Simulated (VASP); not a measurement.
Li:

```
CELL_PARAMETERS angstrom
0.00000 2.20200 2.20200
2.20200 0.00000 2.20200
2.20200 2.20200 0.00000
ATOMIC_POSITIONS crystal
Li 0.00000 0.00000 0.00000
```

```yaml
Program: VASP 6.6.1
Task: relaxation of cell and atoms
Functional: LDA
Potentials_or_basis: VASP PAW LDA potentials, release 64 (Li_sv)
Cutoff: 600 eV
k_mesh: 13 × 13 × 13
Occupations: methfessel-paxton, width 0.1 eV
Spin: no spin polarisation
```

At the start: pressure -1.6 GPa; volume 21.35 Å³/atom.

Question: How do energy, volume and symmetry change on relaxing?

Answer: Over 4 steps the energy falls by 14.3 meV/atom and the volume is 18.68 Å³/atom (-12.5 %); space group Fm-3m (No. 225, to 0.05 Å).

The path:
| step | energy change (eV) | largest force (eV/Å) | pressure (GPa) | volume (Å³) |
| --- | --- | --- | --- | --- |
| 1 | 0.0000 | 0.0000 | -1.56 | 21.35 |
| 2 | -0.0057 | 0.0000 | -1.28 | 20.72 |
| 3 | -0.0136 | 0.0000 | -0.39 | 19.25 |
| 4 | -0.0143 | 0.0000 | 0.03 | 18.68 |

Final structure:
```
CELL_PARAMETERS angstrom
0.00000 2.10582 2.10582
2.10582 0.00000 2.10582
2.10582 2.10582 0.00000
ATOMIC_POSITIONS crystal
Li 0.00000 0.00000 0.00000
```

Caveat: the cutoff is under 1.25 times the usual one of these potentials, so pressure, stress and relaxed cells hold a basis-set (Pulay) error; the volume moved by -13 % from the deposited cell, more than functionals usually miss.
